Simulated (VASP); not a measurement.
# AlNi (P4/mmm) in VASP: further runs, part 2 of 2

VASP 6.6.1. Earlier steps stand in the parts before.

### 5 Single point, PBEsol

This run uses another cell than the first one: it holds 8 atoms, not 2.

INCAR reads:

```
PREC = Accurate
ENCUT = 520
EDIFF = 1E-6
ISMEAR = 0
SIGMA = 0.15
LREAL = False
LASPH = True
NELM = 100
ALGO = Fast
ISIF = 2
LWAVE = False
LCHARG = False
GGA = PS
NBANDS = 36
```

KPOINTS reads:

```
regular mesh
0
Gamma
  8 8 8
```

POSCAR reads:

```
AlNi
1.0
    4.0426561742      0.0000000000     -2.8694088109
   -4.0426561742      0.0000000000     -2.8694088109
    0.0000000000      4.0426995766      2.8694088109
Al Ni
4 4
Direct
    0.5000000000      0.5000000000      0.0000000000
    0.0000000000      0.5000000000      0.5000000000
    0.5000000000      0.0000000000      0.5000000000
    0.0000000000      0.0000000000      0.0000000000
    1.0000000000      1.0000000000      0.5000000000
    0.5000000000      1.0000000000      0.0000000000
    1.0000000000      0.5000000000      0.0000000000
    0.5000000000      0.5000000000      0.5000000000
```

Potentials or basis: VASP PAW PBE potentials, release 64 (Al, Ni).

Launch:

```bash
$ cat potpaw_PBE.64/Al/POTCAR potpaw_PBE.64/Ni/POTCAR > POTCAR
$ mpirun -np 1 vasp_std > vasp.out
```

OUTCAR:

```text
PREC = Accurate
   ENCUT = 520
   EDIFF = 1E-6
   ISMEAR = 0
   LREAL = False
   LASPH = True
   NELM = 100
   ISIF = 2
   GGA = PS

 ion  position               nearest neighbor table
   1  0.500  0.500  0.000-   6 2.48   7 2.48   6 2.48   7 2.48   8 2.48   5 2.48   8 2.48   5 2.48
                             3 2.86   2 2.86   2 2.86   3 2.86   4 2.87   4 2.87
   2  0.000  0.500  0.500-   5 2.48   8 2.48   5 2.48   8 2.48   7 2.48   7 2.48   6 2.48   6 2.48
                             4 2.86   1 2.86   1 2.86   4 2.86   3 2.87   3 2.87
   3  0.500  0.000  0.500-   5 2.48   8 2.48   8 2.48   5 2.48   6 2.48   7 2.48   6 2.48   7 2.48
                             1 2.86   1 2.86   4 2.86   4 2.86   2 2.87   2 2.87
   4  0.000  0.000  0.000-   6 2.48   7 2.48   7 2.48   6 2.48   5 2.48   5 2.48   8 2.48   8 2.48
                             2 2.86   2 2.86   3 2.86   3 2.86   1 2.87   1 2.87
   5  0.000  0.000  0.500-   2 2.48   3 2.48   2 2.48   3 2.48   4 2.48   1 2.48   4 2.48   1 2.48
                             7 2.86   6 2.86   6 2.86   7 2.86   8 2.87   8 2.87
   6  0.500  0.000  0.000-   1 2.48   4 2.48   1 2.48   4 2.48   3 2.48   3 2.48   2 2.48   2 2.48
                             8 2.86   5 2.86   5 2.86   8 2.86   7 2.87   7 2.87
   7  0.000  0.500  0.000-   1 2.48   4 2.48   4 2.48   1 2.48   2 2.48   3 2.48   2 2.48   3 2.48
                             5 2.86   5 2.86   8 2.86   8 2.86   6 2.87   6 2.87
   8  0.500  0.500  0.500-   2 2.48   3 2.48   3 2.48   2 2.48   1 2.48   1 2.48   4 2.48   4 2.48
                             6 2.86   6 2.86   7 2.86   7 2.86   5 2.87   5 2.87

  LATTYP: Found a face centered orthorhombic cell.
 ALAT       =     5.7388176218
 B/A-ratio  =     1.4088812158
 C/A-ratio  =     1.4088963417

  Lattice vectors:

 A1 = (  -4.0426561742,   4.0426995766,   0.0000000000)
 A2 = (   0.0000000000,   4.0426995766,  -2.8694088109)
 A3 = (  -4.0426561742,   0.0000000000,  -2.8694088109)

Analysis of symmetry for initial positions (statically):
=====================================================================
 Subroutine PRICEL returns following result:

  LATTYP: Found a base centered orthorhombic cell.
 ALAT       =     4.0426561742
 B/A-ratio  =     1.0000107361
 C/A-ratio  =     0.7097830454

  Lattice vectors:

 A1 = (   2.0213280871,  -2.0213497883,   0.0000000000)
 A2 = (   2.0213280871,   2.0213497883,   0.0000000000)
 A3 = (   0.0000000000,  -0.0000000000,   2.8694088109)

   4 primitive cells build up your supercell.

 Routine SETGRP: Setting up the symmetry group for a
 face centered orthorhombic supercell.

 Subroutine GETGRP returns: Found  8 space group operations
 (whereof  8 operations were pure point group operations)
 out of a pool of  8 trial point group operations.

The static configuration has the point symmetry D_2h.

Analysis of symmetry for dynamics (positions and initial velocities):
=====================================================================
 Subroutine PRICEL returns following result:

  LATTYP: Found a base centered orthorhombic cell.
 ALAT       =     4.0426561742
 B/A-ratio  =     1.0000107361
 C/A-ratio  =     0.7097830454

  Lattice vectors:

 A1 = (   2.0213280871,  -2.0213497883,   0.0000000000)
 A2 = (   2.0213280871,   2.0213497883,   0.0000000000)
 A3 = (   0.0000000000,  -0.0000000000,   2.8694088109)

   4 primitive cells build up your supercell.

 Routine SETGRP: Setting up the symmetry group for a
[... 64 lines left out ...]
  0.125000 -0.000000  0.000000      8.000000
  0.250000 -0.000000  0.000000      8.000000
  0.375000 -0.000000  0.000000      8.000000
  0.500000 -0.000000  0.000000      4.000000
  0.125000  0.125000  0.000000      4.000000
[... 16 lines left out ...]
  0.125000 -0.000000  0.125000      8.000000
  0.250000 -0.000000  0.125000      8.000000
 [... further k-points ...]
   k-points           NKPTS =     95   k-points in BZ     NKDIM =     95   number of bands    NBANDS=     36
   number of dos      NEDOS =    301   number of ions     NIONS =      8
   total plane-waves  NPLWV =  64000
   dimension x,y,z NGX =    40 NGY =   40 NGZ =   40
   dimension x,y,z NGXF=    80 NGYF=   80 NGZF=   80
   ions per type =               4   4
   NGX,Y,Z   is equivalent  to a cutoff of  13.41, 13.41, 13.41 a.u.
   NGXF,Y,Z  is equivalent  to a cutoff of  26.83, 26.83, 26.83 a.u.
 SYSTEM =  unknown system
   PREC   = accura    normal or accurate (medium, high low for compatibility)
   ISTART =      0    job   : 0-new  1-cont  2-samecut
   ICHARG =      2    charge: 1-file 2-atom 10-const
   ISPIN  =      1    spin polarized calculation?
   LNONCOLLINEAR =      F non collinear calculations
   LSORBIT =      F    spin-orbit coupling
   LASPH  =      T    aspherical Exc in radial PAW
   ENCUT  =  520.0 eV  38.22 Ry    6.18 a.u.   9.22  9.22  9.22*2*pi/ulx,y,z
   NELM   =    100;   NELMIN=  2; NELMDL= -5     # of ELM steps
   EDIFF  = 0.1E-05   stopping-criterion for ELM
   LREAL  =      F    real-space projection
   EDIFFG = 0.1E-04   stopping-criterion for IOM
   NSW    =      0    number of steps for IOM
   IBRION =     -1    ionic relax: 0-MD 1-quasi-New 2-CG
   NFREE  =      0    steps in history (QN), initial steepest desc. (CG)
   ISIF   =      2    stress and relaxation
   ISYM   =      2    0-nonsym 1-usesym 2-fastsym
   POTIM  = 0.5000    time-step for ionic-motion
   TEBEG  =    0.0;   TEEND  =   0.0 temperature during run
   PSTRESS=    0.0 pullay stress
   NELECT =      52.0000    total number of electrons
   NUPDOWN=      -1.0000    fix difference up-down
   EMIN   =  10.00;   EMAX   =-10.00  energy-range for DOS
   EFERMI =   0.00;   METHOD = LEGACY
   ISMEAR =     0;   SIGMA  =   0.15  broadening in eV -4-tet -1-fermi 0-gaus
   EFERMI_NEDOS =   21; number of points for ismear=-14 and -15
   IALGO  =     68    algorithm
   IMIX   =      4    mixing-type and parameters
     AMIX     =   0.40;   BMIX     =  1.00
     AMIX_MAG =   1.60;   BMIX_MAG =  1.00
  volume/ion in A,a.u.               =      11.72        79.12
  Fermi-wavevector in a.u.,A,eV,Ry     =   1.344897  2.541487 24.609512  1.808748
  Thomas-Fermi vector in A             =   2.472854
   LORBIT       =      0    0 simple, 1 ext, 2 COOP (PROOUT), +10 PAW based schemes
   GGA     = PS    functional components
   LHFCALC =     F    Hartree Fock is set to
   AEXX    =    0.0000 exact exchange contribution
   IVDW    =     0    specifies the selected vdW correction
   LEPSILON=     F    determine dielectric tensor
   LRPA    =     F    only Hartree local field effects (RPA)
 non-spin polarized calculation
 RMM-DIIS sequential band-by-band and
 Gauss-broadening in eV      SIGMA  =   0.15
  energy-cutoff  :      520.00
  volume of cell :       93.79
 maximum number of plane-waves:      2550
 NGX is ok and might be reduce to    40

 number of electron      52.0000040 magnetization

 Free energy of the ion-electron system (eV)
  ---------------------------------------------------
  ext. energy  EPLUGINS =         0.00000000
  ---------------------------------------------------
  free energy    TOTEN  =       -46.35436002 eV

  energy without entropy =      -46.31330085  energy(sigma->0) =      -46.33383044

 E-fermi :  10.1522     XC(G=0): -12.2616

 val. band max:       10.1440489691   @ k =   0.2500  -0.0000   0.2500
 cond. band min:      10.1582225681   @ k =  -0.1250   0.2500   0.2500
 fundamental gap:      0.0141735990
 Fermi energy:        10.1521761366

 k-point     1 :       0.0000    0.0000    0.0000
  band No.  band energies     occupation
      1      -1.1174      2.00000
      2       4.7577      2.00000
      3       4.7577      2.00000
      4       4.7777      2.00000
      5       6.6856      2.00000
      6       6.6856      2.00000
[... 925 lines left out ...]
     35      15.9187      0.00000
     36      16.1878      0.00000

 [... further k-points ...]
[... 5 lines left out ...]
  --------------------------------------------------------------------------------------
  -------------------------------------------------------------------------------------
  Total        0.1034151      0.1018150     -0.0812993      0.0000000      0.0000000     -0.0000000
  in kB        1.7665813      1.7392489     -1.3887907      0.0000000      0.0000000     -0.0000000
  external PRESSURE =       0.7056798 kB  Pullay stress =       0.0000000 kB

 VOLUME and BASIS-vectors are now :
 -----------------------------------------------------------------------------
  energy-cutoff  :      520.00
  volume of cell :       93.79
      direct lattice vectors                 reciprocal lattice vectors
     4.042656174  0.000000000 -2.869408811     0.123681060  0.123679732 -0.174251922
    -4.042656174  0.000000000 -2.869408811    -0.123681060  0.123679732 -0.174251922
     0.000000000  4.042699577  2.869408811     0.000000000  0.247359464  0.000000000

 POSITION                                       TOTAL-FORCE (eV/Angst)
 -----------------------------------------------------------------------------------
      0.00000      0.00000     -2.86941        -0.000000     -0.000000     -0.000000
     -2.02133      2.02135      0.00000        -0.000000      0.000000      0.000000
      2.02133      2.02135      0.00000        -0.000000     -0.000000     -0.000000
      0.00000      0.00000      0.00000        -0.000000      0.000000     -0.000000
      0.00000      2.02135      1.43470        -0.000000     -0.000000      0.000000
      2.02133      0.00000     -1.43470        -0.000000      0.000000      0.000000
     -2.02133      0.00000     -1.43470         0.000000      0.000000      0.000000
      0.00000      2.02135     -1.43470         0.000000      0.000000     -0.000000
 -----------------------------------------------------------------------------------
    total drift:                               -0.000000     -0.000000     -0.000000

  FREE ENERGIE OF THE ION-ELECTRON SYSTEM (eV)
  ---------------------------------------------------
  free  energy   TOTEN  =       -46.3543600192 eV

  energy  without entropy=      -46.3133008544  energy(sigma->0) =      -46.33383044
```

Wall time 6.7 min (1 thread of Intel Xeon 6975P-C, shared host); peak memory 0.41 GiB.

What came out:

* Free energy: -46.3544 eV
* Pressure: 0.1 GPa
* Band gap on the k mesh: zero (band 26 reaches 12.45 eV, above the bottom of band 27 at 9.13 eV)

Caveat: the PAW data sets were made with another functional, which shifts forces and pressure a little.

### 6 The runs side by side

```csv
task,cell,k mesh,cutoff (eV),smearing,gap on the mesh (eV),pressure (GPa)
relaxation of shape and atoms at fixed volume,"relaxed from a = 2.830, b = 2.830, c = 2.840 Å, 2 atoms",16 × 16 × 14,600,gaussian 0.1 eV,none,6.0
single point,"a = 2.826, b = 2.826, c = 2.955 Å, 2 atoms",14 × 14 × 14,600,gaussian 0.1 eV,none,-1.0
single point,"a = 2.837, b = 2.837, c = 2.955 Å, 2 atoms",14 × 14 × 14,600,gaussian 0.1 eV,none,-2.3
single point,"a = 4.957 Å, angles 109.6, 109.6, 109.3°, 8 atoms",8 × 8 × 8,520,gaussian 0.15 eV,none,0.1
```

Alike in all rows: level PBEsol; potentials or basis VASP PAW PBE potentials, release 64 (Al, Ni); no spin polarisation.

Caveats: the PAW data sets were made with another functional, which shifts forces and pressure a little; the relaxation stopped at its first step, so nothing moved (some runs).

Absolute energies hang on the potentials; compare differences alone.
